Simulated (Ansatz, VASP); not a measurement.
## Na2ClF in VASP and in Ansatz

```
CELL_PARAMETERS angstrom
1.81069 1.04540 5.92066
-1.81069 1.04540 5.92066
0.00000 -2.09080 5.92066
ATOMIC_POSITIONS crystal
F 0.00000 0.00000 0.00000
Cl 0.50000 0.50000 0.50000
Na 0.26344 0.26344 0.26344
Na 0.73656 0.73656 0.73656
```

Alike in both runs: task single point; functional r2SCAN; k mesh 8 × 8 × 8; no spin polarisation.

```csv
,VASP,Ansatz
version,VASP 6.6.1,Ansatz 0.2.0
potentials or method,"VASP PAW PBE potentials, release 64 (F, Cl, Na_pv)","plane waves, PAW"
plane-wave cutoff (eV),520,500
occupations,"gaussian, width 0.01 eV",fixed
valence electrons in the cell,28,32
```

Ansatz gave:

```
gap on the k mesh at the Fermi level (eV) : 5.02
pressure (GPa)                            : 0.0
```

Question: Estimate VASP's values.

Answer: gap on the k mesh at the Fermi level (eV): 5.05; pressure (GPa): -0.4.

VASP's potentials were made for PBE, not for r2SCAN. VASP's potentials hold 28 valence electrons a cell and Ansatz's 32, so a difference there can come from the potentials and not from the codes.
